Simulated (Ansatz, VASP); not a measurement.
# One calculation of Sc, two programs

```
Sc
1.0
     3.31948    0.00000    0.00000
    -1.65974    2.87475    0.00000
     0.00000    0.00000    5.16265
Sc
2
Direct
  0.33333 0.66667 0.25000
  0.66667 0.33333 0.75000
```

Alike in both runs: task relaxation of cell and atoms; functional LDA; k mesh 15 × 15 × 8; occupations gaussian, width 0.1 eV; no spin polarisation.

|  | VASP | Ansatz |
| --- | --- | --- |
| version | VASP 6.6.1 | Ansatz 0.2.0 |
| potentials or method | VASP PAW LDA potentials, release 64 (Sc_sv), cutoff 600 eV | scalar-relativistic, plane waves, PAW |
| valence electrons in the cell | 22 | 22 |

|  | VASP | Ansatz | Ansatz less VASP |
| --- | --- | --- | --- |
| gap on the k mesh at the Fermi level, each at its own relaxed structure (eV) | none | none | - |
| relaxed volume (Å³/atom) | 22.57 | 22.52 | -0.054 |
| relaxed cell length with the largest relative difference (Å) | 3.232 | 3.229 | -0.0027 |

LDA's correlation is that of Perdew and Zunger in VASP and of Perdew and Wang (1992) in Ansatz. A gap of «none» marks a metal or a gap that the smearing closes.
